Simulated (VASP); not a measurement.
# WS2 (P6_3/mmc) in VASP: notebook

WS2 is run at these levels: PBEsol+D3(BJ); tasks: single point.

Program: VASP 6.6.1. These are calculated values, not measurements. Logs are shortened: lines on timing, memory, paths and dates and some standing lists are left out, and cuts for length are marked.

### Step 1. The cell of the first run

The structure is hexagonal, space group P6_3/mmc (No. 194). Conventional cell: a = 3.079 Å, b = 3.079 Å, c = 11.401 Å, α = 90.00°, β = 90.00°, γ = 120.00°. Within 3.1 Å of W (site symmetry -6m2) lie 6 S at 2.38 Å and 6 W at 3.08 Å. S (site symmetry 3m) has 3 W at 2.38 Å and 6 S at 3.08 Å within 3.1 Å.

### Step 2. Single point, PBEsol+D3(BJ)

Contents of INCAR:

```
SYSTEM = WS2
  ALGO = Normal
  EDIFF = 1E-6
  ENCUT = 520
  GGA = PS
  ISIF = 2
  ISMEAR = 0
  IVDW = 12
  LASPH = .TRUE.
  LCHARG = .FALSE.
  LREAL = .FALSE.
  LWAVE = .FALSE.
  NBANDS = 35
  NELM = 100
  PREC = Accurate
  SIGMA = 0.02
```

Contents of KPOINTS:

```
k-points
0
G
  12 12 4
  0 0 0
```

Contents of POSCAR:

```
WS2
1.0
    3.0785386248      0.0000000000      0.0000000000
   -1.5392693124      2.6660926556      0.0000000000
    0.0000000000      0.0000000000     11.4011572165
W S
2 4
Direct
    0.3333333333      0.6666666667      0.7500000000
    0.6666666667      0.3333333333      0.2500000000
    0.3333333333      0.6666666667      0.1117167198
    0.6666666667      0.3333333333      0.6117167198
    0.3333333333      0.6666666667      0.3882832802
    0.6666666667      0.3333333333      0.8882832802
```

Potentials or basis: VASP PAW PBE potentials, release 64 (W_sv, S).

Run with:

```bash
> cat potpaw_PBE.64/W_sv/POTCAR potpaw_PBE.64/S/POTCAR > POTCAR
> mpirun -np 1 vasp_std > vasp.out
```

OUTCAR:

```text
SYSTEM = WS2
   EDIFF = 1E-6
   ENCUT = 520
   GGA = PS
   ISIF = 2
   ISMEAR = 0
   IVDW = 12
   LASPH = .TRUE.
   LREAL = .FALSE.
   NELM = 100
   PREC = Accurate
 IVDW          = 12

 ion  position               nearest neighbor table
   1  0.333  0.667  0.750-   4 2.38   6 2.38   4 2.38   6 2.38   4 2.38   6 2.38
   2  0.667  0.333  0.250-   3 2.38   5 2.38   3 2.38   5 2.38   3 2.38   5 2.38
   3  0.333  0.667  0.112-   2 2.38   2 2.38   2 2.38
   4  0.667  0.333  0.612-   1 2.38   1 2.38   1 2.38
   5  0.333  0.667  0.388-   2 2.38   2 2.38   2 2.38
   6  0.667  0.333  0.888-   1 2.38   1 2.38   1 2.38

  LATTYP: Found a hexagonal cell.
 ALAT       =     3.0785386248
 C/A-ratio  =     3.7034315973

  Lattice vectors:

 A1 = (   3.0785386248,   0.0000000000,   0.0000000000)
 A2 = (  -1.5392693124,   2.6660926556,   0.0000000000)
 A3 = (   0.0000000000,   0.0000000000,  11.4011572165)

Analysis of symmetry for initial positions (statically):
=====================================================================
 Subroutine PRICEL returns:
 Original cell was already a primitive cell.

 Routine SETGRP: Setting up the symmetry group for a
 hexagonal supercell.

 Subroutine GETGRP returns: Found 24 space group operations
 (whereof 12 operations were pure point group operations)
 out of a pool of 24 trial point group operations.

The static configuration has the point symmetry D_3d.
 The point group associated with its full space group is D_6h.

Analysis of symmetry for dynamics (positions and initial velocities):
=====================================================================
 Subroutine PRICEL returns:
 Original cell was already a primitive cell.

 Routine SETGRP: Setting up the symmetry group for a
 hexagonal supercell.

 Subroutine GETGRP returns: Found 24 space group operations
 (whereof 12 operations were pure point group operations)
 out of a pool of 24 trial point group operations.

The dynamic configuration has the point symmetry D_3d.
 The point group associated with its full space group is D_6h.

 Subroutine INISYM returns: Found 24 space group operations
 (whereof 12 operations are pure point group operations),
 and found     1 'primitive' translations

----------------------------------------------------------------------------------------

[... 101 lines left out ...]
   LREAL  =      F    real-space projection
   EDIFFG = 0.1E-04   stopping-criterion for IOM
   NSW    =      0    number of steps for IOM
   IBRION =     -1    ionic relax: 0-MD 1-quasi-New 2-CG
   NFREE  =      0    steps in history (QN), initial steepest desc. (CG)
   ISIF   =      2    stress and relaxation
   ISYM   =      2    0-nonsym 1-usesym 2-fastsym
   POTIM  = 0.5000    time-step for ionic-motion
   TEBEG  =    0.0;   TEEND  =   0.0 temperature during run
   PSTRESS=    0.0 pullay stress
   NELECT =      52.0000    total number of electrons
   NUPDOWN=      -1.0000    fix difference up-down
   EMIN   =  10.00;   EMAX   =-10.00  energy-range for DOS
   EFERMI =   0.00;   METHOD = LEGACY
   ISMEAR =     0;   SIGMA  =   0.02  broadening in eV -4-tet -1-fermi 0-gaus
   EFERMI_NEDOS =   21; number of points for ismear=-14 and -15
   IALGO  =     38    algorithm
   IMIX   =      4    mixing-type and parameters
     AMIX     =   0.40;   BMIX     =  1.00
     AMIX_MAG =   1.60;   BMIX_MAG =  1.00
  volume/ion in A,a.u.               =      15.60       105.25
  Fermi-wavevector in a.u.,A,eV,Ry     =   1.345921  2.543423 24.647012  1.811504
  Thomas-Fermi vector in A             =   2.473795
   LORBIT       =      0    0 simple, 1 ext, 2 COOP (PROOUT), +10 PAW based schemes
   GGA     = PS    functional components
   LHFCALC =     F    Hartree Fock is set to
   AEXX    =    0.0000 exact exchange contribution
   IVDW    =    12    specifies the selected vdW correction
   LEPSILON=     F    determine dielectric tensor
   LRPA    =     F    only Hartree local field effects (RPA)
 non-spin polarized calculation
 Gauss-broadening in eV      SIGMA  =   0.02
  energy-cutoff  :      520.00
  volume of cell :       93.58
 maximum number of plane-waves:      2536
 NGX is ok and might be reduce to    24
   NGX = 11   NGY = 11   NGZ = 43

 number of electron      51.9999999 magnetization

 Free energy of the ion-electron system (eV)
  ---------------------------------------------------
  ext. energy  EPLUGINS =         0.00000000
  ---------------------------------------------------
  free energy    TOTEN  =       -50.21577047 eV

  energy without entropy =      -50.21577047  energy(sigma->0) =      -50.21577047

 E-fermi :   9.4728     XC(G=0): -11.9247

 val. band max:        9.3588108430   @ k =   0.0000   0.0000   0.0000
 cond. band min:       9.8002702923   @ k =   0.1667   0.1667   0.0000
 fundamental gap:      0.4414594492
 Fermi energy:         9.4728412699

 k-point     1 :       0.0000    0.0000    0.0000
  band No.  band energies     occupation
      1     -65.3541      2.00000
      2     -65.3540      2.00000
      3     -29.6969      2.00000
      4     -29.6966      2.00000
      5     -29.4243      2.00000
      6     -29.4243      2.00000
[... 901 lines left out ...]
     34      13.4856      0.00000
     35      14.7850      0.00000

 [... further k-points ...]

------------------------ aborting loop because EDIFF is reached ----------------------------------------

 Edisp (eV)   -2.64794

 E8    (eV) :    -1.7196

  FORCE on cell =-STRESS in cart. coord.  units (eV):
  Direction    XX          YY          ZZ          XY          YZ          ZX
  --------------------------------------------------------------------------------------
  -------------------------------------------------------------------------------------
  Total       3.02023     3.02023     3.06684     0.00000     0.00000     0.00000
  in kB      51.71082    51.71082    52.50895     0.00000     0.00000     0.00000
  external pressure =       51.98 kB  Pullay stress =        0.00 kB

 VOLUME and BASIS-vectors are now :
 -----------------------------------------------------------------------------
  energy-cutoff  :      520.00
  volume of cell :       93.58
      direct lattice vectors                 reciprocal lattice vectors
     3.078538625  0.000000000  0.000000000     0.324829447  0.187540369  0.000000000
    -1.539269312  2.666092656  0.000000000     0.000000000  0.375080738  0.000000000
     0.000000000  0.000000000 11.401157216     0.000000000  0.000000000  0.087710395

 POSITION                                       TOTAL-FORCE (eV/Angst)
 -----------------------------------------------------------------------------------
     -0.00000      1.77740      8.55087         0.000000     -0.000000     -0.000000
      1.53927      0.88870      2.85029        -0.000000      0.000000     -0.000000
     -0.00000      1.77740      1.27370        -0.000000      0.000000     -0.016408
      1.53927      0.88870      6.97428         0.000000      0.000000     -0.016408
     -0.00000      1.77740      4.42688        -0.000000     -0.000000      0.016408
      1.53927      0.88870     10.12746         0.000000     -0.000000      0.016408
 -----------------------------------------------------------------------------------
    total drift:                               -0.000000      0.000000     -0.000000

  FREE ENERGIE OF THE ION-ELECTRON SYSTEM (eV)
  ---------------------------------------------------
  free  energy   TOTEN  =       -52.8637060619 eV

  energy  without entropy=      -52.8637060619  energy(sigma->0) =      -52.86370606
```

OSZICAR:

```text
N       E                     dE             d eps       ncg     rms          rms(c)
DAV:   1     0.518331637993E+03    0.51833E+03   -0.28574E+04  4262   0.152E+03
DAV:   2    -0.170990093801E+02   -0.53543E+03   -0.51689E+03  4471   0.423E+02
DAV:   3    -0.517180982424E+02   -0.34619E+02   -0.33988E+02  4877   0.101E+02
DAV:   4    -0.525590207995E+02   -0.84092E+00   -0.83572E+00  4805   0.161E+01
DAV:   5    -0.525729867442E+02   -0.13966E-01   -0.13958E-01  4862   0.224E+00    0.432E+01
DAV:   6    -0.505742134084E+02    0.19988E+01   -0.60746E+00  4580   0.170E+01    0.185E+01
DAV:   7    -0.503636786625E+02    0.21053E+00   -0.24555E+00  4345   0.772E+00    0.655E+00
DAV:   8    -0.502189095963E+02    0.14477E+00   -0.44342E-01  4507   0.445E+00    0.254E+00
DAV:   9    -0.502197572765E+02   -0.84768E-03   -0.52963E-02  4759   0.115E+00    0.137E+00
DAV:  10    -0.502162458978E+02    0.35114E-02   -0.29026E-02  4776   0.111E+00    0.519E-01
DAV:  11    -0.502157711891E+02    0.47471E-03   -0.34280E-03  4429   0.372E-01    0.990E-02
DAV:  12    -0.502157650805E+02    0.61086E-05   -0.11762E-04  4531   0.667E-02    0.646E-02
DAV:  13    -0.502157774396E+02   -0.12359E-04   -0.43452E-05  4595   0.429E-02    0.518E-02
DAV:  14    -0.502157710502E+02    0.63894E-05   -0.15319E-05  4517   0.235E-02    0.276E-02
DAV:  15    -0.502157704718E+02    0.57837E-06   -0.33997E-06  3742   0.103E-02
   1 F= -.52863706E+02 E0= -.52863706E+02  d E =-.149373E-18
```

Run time: 3.3 min. Hardware: 1 thread of AMD EPYC 7R13 (Zen 3), shared host; peak memory 0.28 GiB.

Results:

- Free energy: -52.8637 eV
- Pressure: 5.2 GPa
- Largest force: 0.016 eV/Å
- Band gap on the k mesh: 0.44 eV, indirect (least direct gap 1.81 eV)
- Dispersion energy per atom: -0.441 eV

Forces on the atoms (eV/Å):
```
W    0.000  0.000  0.000
W    0.000  0.000  0.000
S    0.000  0.000 -0.016
S    0.000  0.000 -0.016
S    0.000  0.000  0.016
S    0.000  0.000  0.016
```

Stress tensor (GPa, compression positive):
```
5.17 0.00 0.00
0.00 5.17 0.00
0.00 0.00 5.25
```

Levels at points of the mesh, in eV from the valence-band top:
```
           k point  band 24  band 25  band 26  band 27  band 28  band 29
(0.00, 0.00, 0.00)    -1.87    -1.06     0.00     2.05     2.05     2.18
(0.50, 0.00, 0.00)    -2.25    -1.85    -1.76     2.29     2.35     2.45
(0.00, 0.00, 0.50)    -2.40    -0.28    -0.28     2.11     2.11     2.11
(0.50, 0.00, 0.50)    -2.04    -2.00    -2.00     2.39     2.39     2.73
```

Caveat: the PAW data sets were made with another functional, which shifts forces and pressure a little; spin-orbit coupling is left out, which moves the levels of the heavy elements.

(Continued in part 2 of 2.)
